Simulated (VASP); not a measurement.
Here is a VASP 6.6.1 calculation.

Contents of POSCAR:

```
Na
1.0
   -1.8349958378      1.8349958378      1.8349958378
    1.8349958378     -1.8349958378      1.8349958378
    1.8349958378      1.8349958378     -1.8349958378
Na
1
Direct
    0.0000000000      0.0000000000      0.0000000000
```

INCAR.step1

```
SYSTEM = Na
  ALGO = Normal
  EDIFF = 1E-5
  ENCUT = 550
  GGA = PE
  GGA_COMPAT = .FALSE.
  ISMEAR = -1
  LASPH = .TRUE.
  LCHARG = .FALSE.
  LREAL = .FALSE.
  LWAVE = .TRUE.
  NBANDS = 10
  NELM = 120
  PREC = Accurate
  SIGMA = 0.1
```

Contents of INCAR.step2:

```
SYSTEM = Na
  ALGO = Normal
  EDIFF = 1E-6
  ENCUT = 550
  GGA_COMPAT = .FALSE.
  ISIF = 2
  ISMEAR = -1
  ISTART = 1
  LASPH = .TRUE.
  LCHARG = .FALSE.
  LMIXTAU = .TRUE.
  LREAL = .FALSE.
  LWAVE = .FALSE.
  METAGGA = R2SCAN
  NBANDS = 10
  NELM = 120
  PREC = Accurate
  SIGMA = 0.1
```

Contents of KPOINTS:

```
k-points
0
G
  18 18 18
  0 0 0
```

Potentials or basis: VASP PAW PBE potentials, release 64 (Na_pv).

Launch:

```bash
$ cat potpaw_PBE.64/Na_pv/POTCAR > POTCAR
$ cp INCAR.step1 INCAR
$ mpirun -np 1 vasp_std > vasp.out
$ cp INCAR.step2 INCAR
$ mpirun -np 1 vasp_std > vasp.out
```

Problem. Predict the band gap on the k mesh.

Solution. Zero (an odd number of electrons rules out a gap without spin polarisation).

Problem. Predict the pressure.

Solution. 6.8 GPa.

Caveat: the cell stands under pressure; the PAW data sets were made with another functional, which shifts forces and pressure a little.
